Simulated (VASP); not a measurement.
Input of a VASP 6.6.1 run:

POSCAR

```
ZnS
1.0
    3.7684534195      0.0000000000      0.0000000000
   -1.8842267098      3.2635763943      0.0000000000
    0.0000000000      0.0000000000      6.1823548098
Zn S
2 2
Direct
    0.3333333333      0.6666666667      0.0003440772
    0.6666666667      0.3333333333      0.5003440772
    0.3333333333      0.6666666667      0.3746559228
    0.6666666667      0.3333333333      0.8746559228
```

The input INCAR.step1:

```
SYSTEM = ZnS
ALGO = Normal ; EDIFF = 1E-4
ENCUT = 520 ; GGA = PE
ISMEAR = 0 ; LASPH = .TRUE.
LCHARG = .FALSE. ; LREAL = .FALSE.
LWAVE = .TRUE. ; NELM = 60
PREC = Accurate ; SIGMA = 0.02
```

The input INCAR.step2:

```
SYSTEM = ZnS
ALGO = Normal ; EDIFF = 1E-6
EDIFFG = -0.008 ; ENCUT = 520
IBRION = 2 ; ISIF = 2
ISMEAR = 0 ; ISTART = 1
LASPH = .TRUE. ; LCHARG = .FALSE.
LMIXTAU = .TRUE. ; LREAL = .FALSE.
LWAVE = .FALSE. ; METAGGA = R2SCAN
NELM = 60 ; NSW = 60
PREC = Accurate ; SIGMA = 0.02
```

Contents of KPOINTS:

```
k-points
0
G
  6 6 4
  0 0 0
```

Potentials or basis: VASP PAW PBE potentials, release 64 (Zn, S).

Launch:

```sh
$ cat potpaw_PBE.64/Zn/POTCAR potpaw_PBE.64/S/POTCAR > POTCAR
$ cp INCAR.step1 INCAR
$ mpirun -np 1 vasp_std > vasp.out
$ cp INCAR.step2 INCAR
$ mpirun -np 1 vasp_std > vasp.out
```

**Question.** What does it give for the energy gained by relaxing?

**Answer.** 0.0 meV/atom.

**Question.** Predict the band gap on the k mesh.

**Answer.** 2.93 eV.

Forces on the atoms (eV/Å):
```
Zn   0.000  0.000  0.004
Zn   0.000  0.000  0.004
S    0.000  0.000 -0.004
S    0.000  0.000 -0.004
```

Caveat: the cell differs from its parent crystal (equal strain along all axes, cell held: -1.0 %); the PAW data sets were made with another functional, which shifts forces and pressure a little.
